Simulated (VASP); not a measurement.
# CuO (C2/c) in VASP: a series of runs

CuO is run at these levels: PBE; tasks: single point.

Program: VASP 6.6.1. These are calculated values, not measurements. Logs are shortened: lines on timing, memory, paths and dates and some standing lists are left out, and cuts for length are marked.

**1. The cell of the first run**

The structure is monoclinic, space group C2/c (No. 15). Conventional cell: a = 4.679 Å, b = 3.481 Å, c = 5.118 Å, α = 90.00°, β = 98.60°, γ = 90.00°. Within 2.5 Å of Cu (site symmetry -1) lie 4 O at 1.91 to 1.99 Å. Within 2.5 Å of Cu (site symmetry -1) lie 4 O at 1.91 to 1.99 Å. O (site symmetry 2) has 4 Cu at 1.91 to 1.99 Å and 2 O at 2.58 Å within 2.6 Å.

**2. Single point, PBE, collinear spin**

INCAR reads:

```
PREC = Accurate ; ENCUT = 520
EDIFF = 1E-6 ; ISMEAR = -1
SIGMA = 0.05 ; LREAL = False
LASPH = True ; NELM = 150
ALGO = Normal ; ISIF = 2
LWAVE = False ; LCHARG = True
ISPIN = 2 ; MAGMOM = 1 -1 1 -1 0 0 0 0
LORBIT = 11 ; LMAXMIX = 4
GGA = PE ; LELF = True
LVHAR = True ; NBANDS = 48
```

KPOINTS reads:

```
regular mesh
0
Gamma
  4 7 4
```

POSCAR reads:

```
CuO
1.0
    4.6791000000     -3.4805000000      0.0000000000
    2.3395500000      1.7402500000      0.0000000000
   -0.7652000000      0.0000000000      5.0607800000
Cu O
4 4
Direct
    0.0000000000      0.5000000000      0.0000000000
    0.5000000000      0.5000000000      0.0000000000
    0.2500000000      0.0000000000      0.5000000000
    0.7500000000      0.0000000000      0.5000000000
    0.2738500000      0.4523000000      0.2500000000
    0.7738500000      0.4523000000      0.2500000000
    0.2261500000      0.5477000000      0.7500000000
    0.7261500000      0.5477000000      0.7500000000
```

Potentials or basis: VASP PAW PBE potentials, release 64 (Cu, O).

Started as:

```
> cat potpaw_PBE.64/Cu/POTCAR potpaw_PBE.64/O/POTCAR > POTCAR
> mpirun -np 1 vasp_std > vasp.out
```

OUTCAR:

```text
PREC = Accurate
   ENCUT = 520
   EDIFF = 1E-6
   ISMEAR = -1
   LREAL = False
   LASPH = True
   NELM = 150
   ISIF = 2
   ISPIN = 2
   LORBIT = 11
   GGA = PE

 ion  position               nearest neighbor table
   1  0.000  0.500  0.000-   5 1.91   8 1.91   7 1.99   6 1.99
   2  0.500  0.500  0.000-   6 1.91   7 1.91   5 1.99   8 1.99
   3  0.250  0.000  0.500-   7 1.91   5 1.91   7 1.99   5 1.99
   4  0.750  0.000  0.500-   8 1.91   6 1.91   8 1.99   6 1.99
   5  0.274  0.452  0.250-   3 1.91   1 1.91   2 1.99   3 1.99
   6  0.774  0.452  0.250-   4 1.91   2 1.91   1 1.99   4 1.99
   7  0.226  0.548  0.750-   3 1.91   2 1.91   1 1.99   3 1.99
   8  0.726  0.548  0.750-   4 1.91   1 1.91   2 1.99   4 1.99

  LATTYP: Found a triclinic cell.
 ALAT       =     5.5783996086
 B/A-ratio  =     2.1562182015
 C/A-ratio  =     0.5226970101
 COS(alpha) =     0.0008972560
 COS(beta)  =     0.4126348497
 COS(gamma) =     0.8080039080

  Lattice vectors:

 A1 = (  -1.5743500000,  -1.7402500000,  -5.0607800000)
 A2 = (   3.8699500000,  -5.2207500000, -10.1215600000)
 A3 = (  -2.3395500000,  -1.7402500000,   0.0000000000)

Analysis of symmetry for initial positions (statically):
=====================================================================
 Subroutine PRICEL returns following result:

  LATTYP: Found a base centered monoclinic cell.
 ALAT       =     4.6791000000
 B/A-ratio  =     0.7438396273
 C/A-ratio  =     1.0938648385
 COS(beta)  =    -0.1495026780
[... 12 lines left out ...]
 Subroutine GETGRP returns: Found  2 space group operations
 (whereof  2 operations were pure point group operations)
 out of a pool of  2 trial point group operations.

The static configuration has the point symmetry S_2 .

Analysis of symmetry for dynamics (positions and initial velocities):
=====================================================================
 Subroutine PRICEL returns following result:

  LATTYP: Found a base centered monoclinic cell.
 ALAT       =     4.6791000000
 B/A-ratio  =     0.7438396273
 C/A-ratio  =     1.0938648385
 COS(beta)  =    -0.1495026780
[... 12 lines left out ...]
 Subroutine GETGRP returns: Found  2 space group operations
 (whereof  2 operations were pure point group operations)
 out of a pool of  2 trial point group operations.

The dynamic configuration has the point symmetry S_2 .

Analysis of structural, dynamic, and magnetic symmetry:
=====================================================================
 Subroutine PRICEL returns following result:
[... 170 lines left out ...]
  ext. energy  EPLUGINS =         0.00000000
  ---------------------------------------------------
  free energy    TOTEN  =       -39.14662072 eV

  energy without entropy =      -39.11507839  energy(sigma->0) =      -39.13084955

 E-fermi :   5.6118     XC(G=0): -11.7930

 val. band max:        5.6091207045   @ k =   0.5000   0.1429   0.0000
 cond. band min:       5.6126244633   @ k =   0.2500   0.2857   0.0000
 fundamental gap:      0.0035037588
 Fermi energy:         5.6118476632

 spin component 1

 k-point     1 :       0.0000    0.0000    0.0000
  band No.  band energies     occupation
      1     -14.4071      1.00000
      2     -13.6774      1.00000
      3     -13.0297      1.00000
      4     -12.8157      1.00000
      5      -2.6627      1.00000
      6      -1.7116      1.00000
[... 1165 lines left out ...]
     45      17.6228      0.00000
     46      18.6459      0.00000

 [... further k-points ...]

 spin component 2

 k-point     1 :       0.0000    0.0000    0.0000
  band No.  band energies     occupation
      1     -14.4071      1.00000
      2     -13.6774      1.00000
      3     -13.0297      1.00000
      4     -12.8157      1.00000
      5      -2.6627      1.00000
      6      -1.7116      1.00000
[... 1165 lines left out ...]
     45      17.6228      0.00000
     46      18.6459      0.00000

 [... further k-points ...]

 [bands above 46 left out]

------------------------ aborting loop because EDIFF is reached ----------------------------------------

  FORCE on cell =-STRESS in cart. coord.  units (eV):
  Direction    XX          YY          ZZ          XY          YZ          ZX
  --------------------------------------------------------------------------------------
  -------------------------------------------------------------------------------------
  Total        2.6881793      4.4153067      4.5632991      0.0087528      0.0027846      1.3124466
  in kB       52.2573508     85.8321587     88.7090848      0.1701516      0.0541322     25.5135451
  external PRESSURE =      75.5995314 kB  Pullay stress =       0.0000000 kB

 VOLUME and BASIS-vectors are now :
 -----------------------------------------------------------------------------
  energy-cutoff  :      520.00
  volume of cell :       82.42
      direct lattice vectors                 reciprocal lattice vectors
     4.679100000 -3.480500000  0.000000000     0.106858156 -0.143657520  0.016157166
     2.339550000  1.740250000  0.000000000     0.213716313  0.287315041  0.032314332
    -0.765200000  0.000000000  5.060780000     0.000000000  0.000000000  0.197597999

 POSITION                                       TOTAL-FORCE (eV/Angst)
 -----------------------------------------------------------------------------------
      1.16978      0.87013      0.00000         0.000051     -0.000054      0.000182
      3.50933     -0.87013      0.00000         0.000051     -0.000054      0.000182
      0.78717     -0.87013      2.53039         0.000057     -0.000042     -0.000165
      3.12672     -2.61038      2.53039         0.000057     -0.000042     -0.000165
      2.14825     -0.16602      1.26520         0.001725     -0.222176     -0.003035
      4.48780     -1.90627      1.26520         0.001725     -0.222176     -0.003035
      1.76565      0.16602      3.79558        -0.001833      0.222271      0.003018
      4.10520     -1.57423      3.79558        -0.001833      0.222271      0.003018
 -----------------------------------------------------------------------------------
    total drift:                               -0.000376      0.000380      0.000075

  FREE ENERGIE OF THE ION-ELECTRON SYSTEM (eV)
  ---------------------------------------------------
  free  energy   TOTEN  =       -39.1466207218 eV

  energy  without entropy=      -39.1150783873  energy(sigma->0) =      -39.13084955

 total charge

# of ion       s       p       d       tot
------------------------------------------
    1        0.392   0.399   9.139   9.930
    2        0.392   0.399   9.139   9.930
    3        0.391   0.399   9.139   9.930
    4        0.391   0.399   9.139   9.930
    5        1.578   3.390   0.000   4.967
    6        1.578   3.390   0.000   4.967
    7        1.578   3.390   0.000   4.967
    8        1.578   3.390   0.000   4.967
--------------------------------------------------
tot          7.877  15.154  36.556  59.587

 magnetization (x)

# of ion       s       p       d       tot
------------------------------------------
    1       -0.000  -0.000   0.000   0.000
    2        0.000   0.000  -0.000  -0.000
    3       -0.000   0.000  -0.000  -0.000
    4        0.000  -0.000   0.000   0.000
    5        0.000  -0.000   0.000  -0.000
    6       -0.000   0.000   0.000   0.000
    7        0.000  -0.000   0.000  -0.000
    8       -0.000   0.000   0.000   0.000
--------------------------------------------------
tot          0.000   0.000   0.000   0.000
```

It took 7.5 min on 1 thread of Oxide Virtual Turin-like, shared host; peak memory 0.41 GiB.

Results:

```
Free energy                                           : -39.1466 eV
Pressure                                              : 7.6 GPa
Largest force                                         : 0.222 eV/Å
Band gap on the k mesh                                : zero (filled and empty bands overlap)
Net moment                                            : 0.00 μB per cell
Valence electrons inside the program's atomic spheres : Cu 9.93; O 4.97
```

Forces on the atoms (eV/Å):
```
Cu   0.000  0.000  0.000
Cu   0.000  0.000  0.000
Cu   0.000  0.000  0.000
Cu   0.000  0.000  0.000
O    0.002 -0.222 -0.003
O    0.002 -0.222 -0.003
O   -0.002  0.222  0.003
O   -0.002  0.222  0.003
```

Caveat: the cell stands under pressure; semilocal functionals often make such compounds metallic where correlation or magnetic order opens a gap, which also shifts bond lengths.

**3. Single point, PBE, collinear spin**

INCAR reads:

```
SYSTEM = CuO
PREC = Accurate
ENCUT = 520
EDIFF = 1E-6
ISMEAR = -1
SIGMA = 0.05
LREAL = .False.
LASPH = .True.
NELM = 150
ALGO = Normal
ISIF = 2
LWAVE = .False.
LCHARG = .False.
ISPIN = 2
MAGMOM = 1 -1 -1 1 0 0 0 0
LORBIT = 11
LMAXMIX = 4
GGA = PE
NBANDS = 48
```

KPOINTS reads:

```
Automatic mesh
0
Gamma
  4 7 4
  0 0 0
```

POSCAR is that of step 2.

Potentials or basis: VASP PAW PBE potentials, release 64 (Cu, O).

Started as:

```
> cat potpaw_PBE.64/Cu/POTCAR potpaw_PBE.64/O/POTCAR > POTCAR
> mpirun -np 1 vasp_std > vasp.out
```

OUTCAR:

```text
SYSTEM = CuO
   PREC = Accurate
   ENCUT = 520
   EDIFF = 1E-6
   ISMEAR = -1
   LREAL = .False.
   LASPH = .True.
   NELM = 150
   ISIF = 2
   ISPIN = 2
   LORBIT = 11
   GGA = PE

 ion  position               nearest neighbor table
   1  0.000  0.500  0.000-   5 1.91   8 1.91   7 1.99   6 1.99
   2  0.500  0.500  0.000-   6 1.91   7 1.91   5 1.99   8 1.99
   3  0.250  0.000  0.500-   7 1.91   5 1.91   7 1.99   5 1.99
   4  0.750  0.000  0.500-   8 1.91   6 1.91   8 1.99   6 1.99
   5  0.274  0.452  0.250-   3 1.91   1 1.91   2 1.99   3 1.99
   6  0.774  0.452  0.250-   4 1.91   2 1.91   1 1.99   4 1.99
   7  0.226  0.548  0.750-   3 1.91   2 1.91   1 1.99   3 1.99
   8  0.726  0.548  0.750-   4 1.91   1 1.91   2 1.99   4 1.99

  LATTYP: Found a triclinic cell.
 ALAT       =     5.5783996086
 B/A-ratio  =     2.1562182015
 C/A-ratio  =     0.5226970101
 COS(alpha) =     0.0008972560
 COS(beta)  =     0.4126348497
 COS(gamma) =     0.8080039080

  Lattice vectors:

 A1 = (  -1.5743500000,  -1.7402500000,  -5.0607800000)
 A2 = (   3.8699500000,  -5.2207500000, -10.1215600000)
 A3 = (  -2.3395500000,  -1.7402500000,   0.0000000000)

Analysis of symmetry for initial positions (statically):
=====================================================================
 Subroutine PRICEL returns following result:

  LATTYP: Found a base centered monoclinic cell.
 ALAT       =     4.6791000000
 B/A-ratio  =     0.7438396273
 C/A-ratio  =     1.0938648385
 COS(beta)  =    -0.1495026780
[... 12 lines left out ...]
 Subroutine GETGRP returns: Found  2 space group operations
 (whereof  2 operations were pure point group operations)
 out of a pool of  2 trial point group operations.

The static configuration has the point symmetry S_2 .

Analysis of symmetry for dynamics (positions and initial velocities):
=====================================================================
 Subroutine PRICEL returns following result:

  LATTYP: Found a base centered monoclinic cell.
 ALAT       =     4.6791000000
 B/A-ratio  =     0.7438396273
[... 1388 lines left out ...]
 k-point     1 :       0.0000    0.0000    0.0000
  band No.  band energies     occupation
      1     -14.4071      1.00000
      2     -13.6774      1.00000
      3     -13.0297      1.00000
      4     -12.8157      1.00000
      5      -2.6627      1.00000
      6      -1.7116      1.00000
[... 1165 lines left out ...]
     45      17.6228      0.00000
     46      18.6459      0.00000

 [... further k-points ...]

 [bands above 46 left out]

------------------------ aborting loop because EDIFF is reached ----------------------------------------

  FORCE on cell =-STRESS in cart. coord.  units (eV):
  Direction    XX          YY          ZZ          XY          YZ          ZX
  --------------------------------------------------------------------------------------
  -------------------------------------------------------------------------------------
  Total        2.6878562      4.4150121      4.5629898      0.0087695      0.0027764      1.3124447
  in kB       52.2510692     85.8264327     88.7030713      0.1704765      0.0539722     25.5135074
  external PRESSURE =      75.5935244 kB  Pullay stress =       0.0000000 kB

 VOLUME and BASIS-vectors are now :
 -----------------------------------------------------------------------------
  energy-cutoff  :      520.00
  volume of cell :       82.42
      direct lattice vectors                 reciprocal lattice vectors
     4.679100000 -3.480500000  0.000000000     0.106858156 -0.143657520  0.016157166
     2.339550000  1.740250000  0.000000000     0.213716313  0.287315041  0.032314332
    -0.765200000  0.000000000  5.060780000     0.000000000  0.000000000  0.197597999

 POSITION                                       TOTAL-FORCE (eV/Angst)
 -----------------------------------------------------------------------------------
      1.16978      0.87013      0.00000        -0.000050      0.000053     -0.000191
      3.50933     -0.87013      0.00000        -0.000050      0.000053     -0.000191
      0.78717     -0.87013      2.53039        -0.000055      0.000040      0.000171
      3.12672     -2.61038      2.53039        -0.000055      0.000040      0.000171
      2.14825     -0.16602      1.26520         0.001837     -0.222269     -0.003021
      4.48780     -1.90627      1.26520         0.001837     -0.222269     -0.003021
      1.76565      0.16602      3.79558        -0.001731      0.222177      0.003041
      4.10520     -1.57423      3.79558        -0.001731      0.222177      0.003041
 -----------------------------------------------------------------------------------
    total drift:                                0.000371     -0.000369     -0.000064

  FREE ENERGIE OF THE ION-ELECTRON SYSTEM (eV)
  ---------------------------------------------------
  free  energy   TOTEN  =       -39.1466207153 eV

  energy  without entropy=      -39.1150783536  energy(sigma->0) =      -39.13084953

 total charge

# of ion       s       p       d       tot
------------------------------------------
    1        0.392   0.399   9.139   9.930
    2        0.392   0.399   9.139   9.930
    3        0.391   0.399   9.139   9.930
    4        0.391   0.399   9.139   9.930
    5        1.578   3.390   0.000   4.967
    6        1.578   3.390   0.000   4.967
    7        1.578   3.390   0.000   4.967
    8        1.578   3.390   0.000   4.967
--------------------------------------------------
tot          7.877  15.154  36.556  59.587

 magnetization (x)

# of ion       s       p       d       tot
------------------------------------------
    1       -0.000  -0.000   0.000   0.000
    2        0.000   0.000  -0.000  -0.000
    3        0.000  -0.000   0.000   0.000
    4       -0.000   0.000  -0.000  -0.000
    5       -0.000   0.000   0.000   0.000
    6        0.000  -0.000   0.000  -0.000
    7       -0.000   0.000   0.000   0.000
    8        0.000  -0.000   0.000  -0.000
--------------------------------------------------
tot          0.000   0.000   0.000   0.000
```

OSZICAR:

```text
N       E                     dE             d eps       ncg     rms          rms(c)
DAV:   1     0.798365280991E+03    0.79837E+03   -0.29940E+04 11704   0.225E+03
DAV:   2     0.106076357658E+03   -0.69229E+03   -0.63458E+03 11248   0.511E+02
DAV:   3    -0.404937309250E+02   -0.14657E+03   -0.13716E+03 12584   0.235E+02
[... 10 lines left out ...]
DAV:  14    -0.391465587351E+02   -0.19949E-03   -0.25091E-03 18256   0.499E-01    0.615E-02
DAV:  15    -0.391465981958E+02   -0.39461E-04   -0.39079E-04 18688   0.174E-01    0.310E-02
DAV:  16    -0.391466136229E+02   -0.15427E-04   -0.26124E-04 18168   0.154E-01    0.145E-02
DAV:  17    -0.391466187938E+02   -0.51709E-05   -0.35237E-05 15216   0.587E-02    0.960E-03
DAV:  18    -0.391466201881E+02   -0.13944E-05   -0.13236E-05  7856   0.357E-02    0.396E-03
DAV:  19    -0.391466207153E+02   -0.52720E-06   -0.89562E-06  7384   0.270E-02
   1 F= -.39146621E+02 E0= -.39130850E+02  d E =-.315424E-01  mag=     0.0000
```

stdout:

```text
POSCAR found type information on POSCAR CuO
 POSCAR found :  2 types and       8 ions
 scaLAPACK will be used
 LDA part: xc-table for (Slater+PW92), standard interpolation
 POSCAR, INCAR and KPOINTS ok, starting setup
 FFT: planning ... GRIDC
 FFT: planning ... GRID_SOFT
 FFT: planning ... GRID
 WAVECAR not read
 entering main loop
```

It took 15 min on 1 thread of Oxide Virtual Turin-like, shared host; peak memory 0.41 GiB.

What came out:

```
Free energy                                           : -39.1466 eV
Pressure                                              : 7.6 GPa
Largest force                                         : 0.222 eV/Å
Band gap on the k mesh                                : zero (filled and empty bands overlap)
Net moment                                            : 0.00 μB per cell
Valence electrons inside the program's atomic spheres : Cu 9.93; O 4.97
```

Forces on the atoms (eV/Å):
```
Cu   0.000  0.000  0.000
Cu   0.000  0.000  0.000
Cu   0.000  0.000  0.000
Cu   0.000  0.000  0.000
O    0.002 -0.222 -0.003
O    0.002 -0.222 -0.003
O   -0.002  0.222  0.003
O   -0.002  0.222  0.003
```

Stress tensor (GPa, compression positive):
```
5.23 0.02 2.55
0.02 8.58 0.01
2.55 0.01 8.87
```

Caveat: the cell stands under pressure; semilocal functionals often make such compounds metallic where correlation or magnetic order opens a gap, which also shifts bond lengths. With open d or f shells a metallic result of PBE can be an artefact of self-interaction; +U or a hybrid may open a gap.

[end of part 1 of 2]
